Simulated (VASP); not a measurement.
A run of VASP 6.6.1:

The input INCAR:

```
  PREC = Accurate
  ENCUT = 520
  EDIFF = 1E-7
  ISMEAR = -1
  SIGMA = 0.05
  LREAL = False
  LASPH = True
  NELM = 60
  ALGO = Normal
  ISIF = 2
  LWAVE = False
  LCHARG = True
  GGA = PS
  LELF = True
  LVHAR = True
  NBANDS = 18
```

The input KPOINTS:

```
Automatic mesh
0
Gamma
  6 6 3
```

Contents of POSCAR:

```
Ta
1.0
    2.9003720726      0.0000000000      0.0000000000
   -1.4501860363      2.5117958953      0.0000000000
    0.0000000000      0.0000000000      5.1662740000
Ta
2
Direct
    0.3333333333      0.6666666667      0.2500000000
    0.6666666667      0.3333333333      0.7500000000
```

Potentials or basis: VASP PAW PBE potentials, release 64 (Ta_pv).

Command:

```console
$ cat potpaw_PBE.64/Ta_pv/POTCAR > POTCAR
$ mpirun -np 1 vasp_std > vasp.out
```

Hardware: 1 thread of Intel(R) Xeon(R) Platinum 8559C (Emerald Rapids), with other jobs on the host.

Q: Estimate the wall time of this run.

A: Wall time 6.1 s on 1 thread of Intel(R) Xeon(R) Platinum 8559C (Emerald Rapids) (shared host), peak memory 0.15 GiB. Counts: scf iterations 13, k points 14.
